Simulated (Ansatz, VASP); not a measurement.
One calculation of LiF, two programs

```xyz
4
Lattice="3.0933 0.0000 0.0000 -1.5466 2.6789 0.0000 0.0000 0.0000 5.0059" Properties=species:S:1:pos:R:3 pbc="T T T"
Li    0.0000    1.7859    1.9586
Li    1.5466    0.8930    4.4616
F     0.0000    1.7859    4.9755
F     1.5466    0.8930    2.4725
```

Alike in both runs: task single point; functional PBE; k mesh 9 × 9 × 6; occupations gaussian, width 0.05 eV; no spin polarisation.

```csv
,VASP,Ansatz
version,VASP 6.6.1,Ansatz 0.2.0
potentials or method,"VASP PAW PBE potentials, release 64 (Li_sv, F), cutoff 520 eV","scalar-relativistic, plane waves, PAW"
valence electrons in the cell,20,20
```

Ansatz gave:

* gap on the k mesh at the Fermi level (eV): 7.58
* least direct gap on the mesh (eV): 7.58
* rms of the force components (eV/Å): 0.105

Question: What did VASP give for the same quantities?

Answer: gap on the k mesh at the Fermi level (eV): 7.56; least direct gap on the mesh (eV): 7.56; rms of the force components (eV/Å): 0.110.

Atom by atom the forces differ by 0.005 eV/Å (rms over components).

Noted on VASP's run: the cutoff is under 1.25 times that of the potentials, so the pressure is a little rough.
